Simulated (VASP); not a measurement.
# Ti in VASP: relaxation of the atoms with PBE

Aim: the relaxation of the atoms of Ti with PBE.

Program: VASP 6.6.1. These are calculated values, not measurements. Logs are shortened: lines on timing, memory, paths and dates and some standing lists are left out, and cuts for length are marked.

### Step 1. The cell of the first run

The cell holds a slab with vacuum, 6 atoms: a = 4.604 Å, b = 4.604 Å, c = 18.699 Å, α = 90.00°, β = 90.00°, γ = 120.00°.

### Step 2. Relaxation of the atoms, PBE

Contents of INCAR:

```
PREC = Accurate ; ENCUT = 520
EDIFF = 1E-6 ; ISMEAR = 0
SIGMA = 0.1 ; LREAL = False
LASPH = True ; NELM = 60
ALGO = Normal ; ISIF = 2
LWAVE = False ; LCHARG = False
LDIPOL = True ; IDIPOL = 3
DIPOL = 0.5 0.5 0.500 ; GGA = PE
IBRION = 2 ; NSW = 70
EDIFFG = -0.03 ; KPAR = 2
```

Contents of KPOINTS:

```
regular mesh
0
Gamma
  9 9 1
```

Contents of POSCAR:

```
Ti
1.0
    4.6037402166      0.0000000000      0.0000000000
   -2.3018701083      3.9869559800      0.0000000000
    0.0000000000      0.0000000000     18.6986726829
Ti
6
Selective dynamics
Direct
    0.6666666667      0.3333333333      0.3743581226  F F F
    0.3333333333      0.6666666667      0.4246148735  F F F
    0.0000000000      0.0000000000      0.4748716245  F F F
    0.6666666667      0.3333333333      0.5251283755  T T T
    0.3333333333      0.6666666667      0.5753851265  T T T
    0.0000000000      0.0000000000      0.6256418774  T T T
```

Potentials or basis: VASP PAW PBE potentials, release 64 (Ti_sv).

Command:

```bash
$ cat potpaw_PBE.64/Ti_sv/POTCAR > POTCAR
$ mpirun -np 2 vasp_std > vasp.out
```

OUTCAR:

```text
PREC = Accurate
   ENCUT = 520
   EDIFF = 1E-6
   ISMEAR = 0
   LREAL = False
   LASPH = True
   NELM = 60
   ISIF = 2
   GGA = PE
   IBRION = 2
   NSW = 70
   EDIFFG = -0.03

 ion  position               nearest neighbor table
   1  0.667  0.333  0.374-   2 2.82   2 2.82   4 2.82   2 2.82
   2  0.333  0.667  0.425-   1 2.82   1 2.82   3 2.82   1 2.82   3 2.82   3 2.82   5 2.82
   3  0.000  0.000  0.475-   6 2.82   2 2.82   4 2.82   2 2.82   4 2.82   2 2.82   4 2.82
   4  0.667  0.333  0.525-   1 2.82   5 2.82   3 2.82   5 2.82   3 2.82   3 2.82   5 2.82
   5  0.333  0.667  0.575-   6 2.82   6 2.82   6 2.82   4 2.82   4 2.82   4 2.82   2 2.82
   6  0.000  0.000  0.626-   5 2.82   3 2.82   5 2.82   5 2.82

  LATTYP: Found a hexagonal cell.
 ALAT       =     4.6037402166
 C/A-ratio  =     4.0616263740

  Lattice vectors:

 A1 = (   4.6037402166,   0.0000000000,   0.0000000000)
 A2 = (  -2.3018701083,   3.9869559800,   0.0000000000)
 A3 = (   0.0000000000,   0.0000000000,  18.6986726829)

Analysis of symmetry for initial positions (statically):
=====================================================================
 Subroutine PRICEL returns:
 Original cell was already a primitive cell.

 Routine SETGRP: Setting up the symmetry group for a
 hexagonal supercell.

 Subroutine GETGRP returns: Found 12 space group operations
 (whereof  6 operations were pure point group operations)
 out of a pool of 24 trial point group operations.

The static configuration has the point symmetry C_3v.
 The point group associated with its full space group is D_3d.

Analysis of symmetry for dynamics (positions and initial velocities):
=====================================================================
 Subroutine PRICEL returns:
 Original cell was already a primitive cell.

 Routine SETGRP: Setting up the symmetry group for a
 hexagonal supercell.

 Subroutine GETGRP returns: Found 12 space group operations
 (whereof  6 operations were pure point group operations)
 out of a pool of 24 trial point group operations.

The dynamic configuration has the point symmetry C_3v.
 The point group associated with its full space group is D_3d.

Analysis of constrained symmetry for selective dynamics:
=====================================================================
 Subroutine PRICEL returns:
 Original cell was already a primitive cell.

 Routine SETGRP: Setting up the symmetry group for a
 hexagonal supercell.

 Subroutine GETGRP returns: Found  6 space group operations
 (whereof  6 operations were pure point group operations)
 out of a pool of 24 trial point group operations.

The constrained configuration has the point symmetry C_3v.

 Subroutine INISYM returns: Found  6 space group operations
 (whereof  6 operations are pure point group operations),
 and found     1 'primitive' translations

----------------------------------------------------------------------------------------

                                     Primitive cell

  volume of cell :     343.2124

  direct lattice vectors                    reciprocal lattice vectors
     4.603740217  0.000000000  0.000000000     0.217214689  0.125408959  0.000000000
    -2.301870108  3.986955980  0.000000000     0.000000000  0.250817918  0.000000000
     0.000000000  0.000000000 18.698672683     0.000000000  0.000000000  0.053479732

  length of vectors
     4.603740217  4.603740217 18.698672683     0.250817918  0.250817918  0.053479732

  position of ions in fractional coordinates (direct lattice)
     0.666666667  0.333333333  0.374358123
     0.333333333  0.666666667  0.424614873
     0.000000000  0.000000000  0.474871624
     0.666666667  0.333333333  0.525128376
     0.333333333  0.666666667  0.575385127
     0.000000000  0.000000000  0.625641877

  ion indices of the primitive-cell ions
   primitive index   ion index
                 1           1
                 2           2
[... 63 lines left out ...]
   EDIFF  = 0.1E-05   stopping-criterion for ELM
   LREAL  =      F    real-space projection
   EDIFFG = -.3E-01   stopping-criterion for IOM
   NSW    =     70    number of steps for IOM
   IBRION =      2    ionic relax: 0-MD 1-quasi-New 2-CG
   NFREE  =      1    steps in history (QN), initial steepest desc. (CG)
   ISIF   =      2    stress and relaxation
   ISYM   =      2    0-nonsym 1-usesym 2-fastsym
   POTIM  = 0.5000    time-step for ionic-motion
   TEBEG  =    0.0;   TEEND  =   0.0 temperature during run
   PSTRESS=    0.0 pullay stress
   NELECT =      72.0000    total number of electrons
   NUPDOWN=      -1.0000    fix difference up-down
   EMIN   =  10.00;   EMAX   =-10.00  energy-range for DOS
   EFERMI =   0.00;   METHOD = LEGACY
   ISMEAR =     0;   SIGMA  =   0.10  broadening in eV -4-tet -1-fermi 0-gaus
   EFERMI_NEDOS =   21; number of points for ismear=-14 and -15
   IALGO  =     38    algorithm
   IMIX   =      4    mixing-type and parameters
     AMIX     =   0.40;   BMIX     =  1.00
     AMIX_MAG =   1.60;   BMIX_MAG =  1.00
  volume/ion in A,a.u.               =      57.20       386.02
  Fermi-wavevector in a.u.,A,eV,Ry     =   0.972743  1.838217 12.874219  0.946228
  Thomas-Fermi vector in A             =   2.103066
   LORBIT       =      0    0 simple, 1 ext, 2 COOP (PROOUT), +10 PAW based schemes
   GGA     = PE    functional components
   LHFCALC =     F    Hartree Fock is set to
   AEXX    =    0.0000 exact exchange contribution
   IVDW    =     0    specifies the selected vdW correction
   LEPSILON=     F    determine dielectric tensor
   LRPA    =     F    only Hartree local field effects (RPA)
 conjugate gradient relaxation of ions
 non-spin polarized calculation
 Gauss-broadening in eV      SIGMA  =   0.10
  energy-cutoff  :      520.00
  volume of cell :      343.21
 maximum number of plane-waves:      9291
 NGX is ok and might be reduce to    36
   NGX = 17   NGY = 17   NGZ = 69

--------------------------------------- Ionic step        1  -------------------------------------------

 number of electron      71.9999978 magnetization

 Free energy of the ion-electron system (eV)
  ---------------------------------------------------
  ext. energy  EPLUGINS =         0.00000000
  ---------------------------------------------------
  free energy    TOTEN  =       -41.45016118 eV

  energy without entropy =      -41.36247442  energy(sigma->0) =      -41.40631780

------------------------ aborting loop because EDIFF is reached ----------------------------------------

  FORCE on cell =-STRESS in cart. coord.  units (eV):
  Direction    XX          YY          ZZ          XY          YZ          ZX
  --------------------------------------------------------------------------------------
  -------------------------------------------------------------------------------------
  Total       -5.8570630     -5.8570630     -6.5551281     -0.0000000      0.0000000      0.0000000
  in kB      -27.3418220    -27.3418220    -30.6005152     -0.0000000      0.0000000      0.0000000
  external PRESSURE =     -28.4280530 kB  Pullay stress =       0.0000000 kB
[... 101 lines left out ...]
  FREE ENERGIE OF THE ION-ELECTRON SYSTEM (eV)
  ---------------------------------------------------
  free  energy   TOTEN  =       -41.6996926223 eV

  energy  without entropy=      -41.6265208767  energy(sigma->0) =      -41.66310675

[... ionic steps 4 to 7 ...]

--------------------------------------- Ionic step        8  -------------------------------------------

 number of electron      71.9999978 magnetization

------------------------ aborting loop because EDIFF is reached ----------------------------------------

 vacuum level on the upper side and lower side of the slab       (xc-potential included)        -0.066         0.045

  FORCE on cell =-STRESS in cart. coord.  units (eV):
  Direction    XX          YY          ZZ          XY          YZ          ZX
  --------------------------------------------------------------------------------------
  -------------------------------------------------------------------------------------
  Total       -3.7490562     -3.7490562     -0.3502919     -0.0000000      0.0000000     -0.0000000
  in kB      -17.5012673    -17.5012673     -1.6352257     -0.0000000      0.0000000     -0.0000000
  external PRESSURE =     -12.2125868 kB  Pullay stress =       0.0000000 kB
[... 21 lines left out ...]
  FREE ENERGIE OF THE ION-ELECTRON SYSTEM (eV)
  ---------------------------------------------------
  free  energy   TOTEN  =       -41.7467817982 eV

  energy  without entropy=      -41.6742000757  energy(sigma->0) =      -41.71049094

 dipolmoment           0.000000      0.000000      0.006481 electrons x Angstroem

--------------------------------------- Ionic step        9  -------------------------------------------

 number of electron      71.9999978 magnetization

------------------------ aborting loop because EDIFF is reached ----------------------------------------
[... 35 lines left out ...]
--------------------------------------- Ionic step       10  -------------------------------------------

 number of electron      71.9999978 magnetization

 dipolmoment           0.000000      0.000000     -0.012818 electrons x Angstroem

 Free energy of the ion-electron system (eV)
  ---------------------------------------------------
  ext. energy  EPLUGINS =         0.00000000
  ---------------------------------------------------
  free energy    TOTEN  =       -41.74798334 eV

  energy without entropy =      -41.67627588  energy(sigma->0) =      -41.71212961

 E-fermi :   0.2039     XC(G=0):  -4.6481

 val. band max:        0.1941276096   @ k =   0.1111   0.1111   0.0000
 cond. band min:       0.2044283247   @ k =   0.3333   0.2222   0.0000
 fundamental gap:      0.0103007152
 Fermi energy:         0.2039264105

 k-point     1 :       0.0000    0.0000    0.0000
  band No.  band energies     occupation
      1     -56.8574      2.00000
      2     -56.8406      2.00000
      3     -56.2724      2.00000
      4     -56.1528      2.00000
      5     -56.0923      2.00000
      6     -55.9987      2.00000
[... 541 lines left out ...]
     42       0.8800      0.00000
     43       1.5358      0.00000

------------------------ aborting loop because EDIFF is reached ----------------------------------------

 vacuum level on the upper side and lower side of the slab       (xc-potential included)        -0.297        -0.159

  FORCE on cell =-STRESS in cart. coord.  units (eV):
  Direction    XX          YY          ZZ          XY          YZ          ZX
  --------------------------------------------------------------------------------------
  -------------------------------------------------------------------------------------
  Total       -3.8671739     -3.8671739     -0.6688293      0.0000000      0.0000000      0.0000000
  in kB      -18.0526624    -18.0526624     -3.1222153      0.0000000      0.0000000      0.0000000
  external PRESSURE =     -13.0758467 kB  Pullay stress =       0.0000000 kB
[... 21 lines left out ...]
  FREE ENERGIE OF THE ION-ELECTRON SYSTEM (eV)
  ---------------------------------------------------
  free  energy   TOTEN  =       -41.7479833419 eV

  energy  without entropy=      -41.6762758808  energy(sigma->0) =      -41.71212961

 reached required accuracy - stopping structural energy minimisation

 vacuum level on the upper side and lower side of the slab         3.290         3.431
```

Run time: 21 min. Hardware: 2 MPI ranks of Intel Xeon Platinum 8488C (Sapphire Rapids), shared host; peak memory 0.52 GiB.

Results:

| Property | Result |
| --- | --- |
| Free energy | -41.7480 eV |
| Energy gained by relaxing | 49.6 meV/atom |
| Ionic steps | 10 |
| Band gap on the k mesh | zero (bands 36 and 37 overlap by 0.26 eV) |

Step by step:
```csv
step,energy change (eV),largest force on free atoms (eV/Å),pressure (GPa)
1,0.0000,1.1483,-2.84
2,-0.0817,1.0187,-2.65
3,-0.2495,0.4378,-1.99
4,-0.0797,1.4264,-0.39
5,-0.2786,0.2981,-1.62
6,-0.2792,0.3040,-1.56
7,-0.2872,0.2443,-1.48
8,-0.2966,0.1288,-1.22
9,-0.2969,0.1068,-1.26
10,-0.2978,0.0247,-1.31
```

Final structure:
```
CELL_PARAMETERS angstrom
4.60374 0.00000 0.00000
-2.30187 3.98696 0.00000
0.00000 0.00000 18.69867
ATOMIC_POSITIONS crystal
Ti 0.66667 0.33333 0.37436
Ti 0.33333 0.66667 0.42461
Ti 0.00000 0.00000 0.47487
Ti 0.66667 0.33333 0.51895
Ti 0.33333 0.66667 0.55776
Ti 0.00000 0.00000 0.61461
```

Levels at points of the mesh, in eV from the Fermi level:
```
           k point  band 32  band 33  band 34  band 35  band 36  band 37  band 38  band 39  band 40  band 41
(0.00, 0.00, 0.00)    -0.64    -0.45    -0.45    -0.16    -0.16    -0.13     0.04     0.04     0.54     0.61
```
